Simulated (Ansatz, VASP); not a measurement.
**ScH3 in VASP and in Ansatz**

```
Sc H
1.0
     0.00000    2.47071    2.47071
     2.47071    0.00000    2.47071
     2.47071    2.47071    0.00000
Sc H
1 3
Direct
  0.00000 0.00000 0.00000
  0.50000 0.50000 0.50000
  0.25000 0.25000 0.25000
  0.75000 0.75000 0.75000
```

Alike in both runs: task single point; functional PBEsol; k mesh 10 × 10 × 10; occupations gaussian, width 0.05 eV; no spin polarisation.

|  | VASP | Ansatz |
| --- | --- | --- |
| version | VASP 6.6.1 | Ansatz 0.2.0 |
| potentials or method | VASP PAW PBE potentials, release 64 (Sc_sv, H), cutoff 520 eV | scalar-relativistic, plane waves, PAW |
| valence electrons in the cell | 14 | 14 |

```tsv
	VASP	Ansatz	Ansatz less VASP
pressure (GPa)	-13.2	-13.3	-0.08
```

VASP's potentials were made for PBE, not for PBEsol. The functional is the same, so the differences come from potentials, cutoffs and numerics.
